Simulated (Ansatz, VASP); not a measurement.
## PtSe2: VASP beside Ansatz

INCAR

```
  ALGO = Normal
  EDIFF = 1E-6
  ENCUT = 520
  GGA = PE
  ISIF = 2
  ISMEAR = 0
  IVDW = 12
  LASPH = T
  LCHARG = F
  LREAL = F
  LWAVE = F
  NBANDS = 31
  NELM = 80
  PREC = Accurate
  SIGMA = 0.15
```

KPOINTS

```
k-points
0
Gamma
  12 12 6
```

The input POSCAR:

```
PtSe2
1.0
    3.7717024303      0.0000000000      0.0000000000
   -1.8858512152      3.2663901202      0.0000000000
    0.0000000000      0.0000000000      9.6436527086
Pt Se
2 4
Direct
    0.0000000000      0.0000000000      0.0000000000
    0.0000000000      0.0000000000      0.5000000000
    0.3792555883      0.7585111766      0.1327718750
    0.3792555883      0.7585111766      0.6327718750
    0.6207444117      0.2414888234      0.3672281250
    0.6207444117      0.2414888234      0.8672281250
```

Input for Ansatz:

```yaml
crystal:
  lattice:
    - [3.7717024303, 0.0, 0.0]
    - [-1.8858512152, 3.2663901202, 0.0]
    - [0.0, 0.0, 9.6436527086]
  atoms:
    - { symbol: Pt, position: [0.0, 0.0, 0.0] }
    - { symbol: Pt, position: [0.0, 0.0, 0.5] }
    - { symbol: Se, position: [0.3792555883, 0.7585111766, 0.132771875] }
    - { symbol: Se, position: [0.3792555883, 0.7585111766, 0.632771875] }
    - { symbol: Se, position: [0.6207444117, 0.2414888234, 0.367228125] }
    - { symbol: Se, position: [0.6207444117, 0.2414888234, 0.867228125] }
basis:
  ecutwfc: 420
kpoints:
  mp_grid: { grid: [12, 12, 6] }
hamiltonian:
  xc: pbe
  dispersion: d3bj
scf:
  occupations: { method: gaussian, width: 0.15 }
output:
  forces: true
  stress: true
  eigenvalues: true
  write_density: true
  write_potential: true
  elf: true
  volumetric_format: npy
```

Change from the starting cell: mode 7 (159.8 1/cm) frozen in, largest displacement -0.300 Å.

Alike in both runs: task single point; functional PBE; dispersion D3(BJ); k mesh 12 × 12 × 6; occupations gaussian, width 0.15 eV; no spin polarisation.

|  | VASP | Ansatz |
| --- | --- | --- |
| version | VASP 6.6.1 | Ansatz 0.2.0 |
| potentials or method | VASP PAW PBE potentials, release 64 (Pt, Se), cutoff 520 eV | scalar-relativistic, plane waves, PAW |
| valence electrons in the cell | 44 | 100 |

```tsv
	VASP	Ansatz	Ansatz less VASP
gap on the k mesh at the Fermi level (eV)	none	none	-
pressure (GPa)	6.2	6.2	-0.01
traceless stress, the component that is largest in VASP (GPa)	-6.66	-6.62	+0.040
rms of the force components (eV/Å)	0.857	0.852	-0.0049
```

Atom by atom the forces differ by 0.005 eV/Å (rms over components). A gap of «none» marks a metal or a gap that the smearing closes. VASP's potentials hold 44 valence electrons a cell and Ansatz's 100, so a difference there can come from the potentials and not from the codes.

Spin-orbit coupling is off throughout.
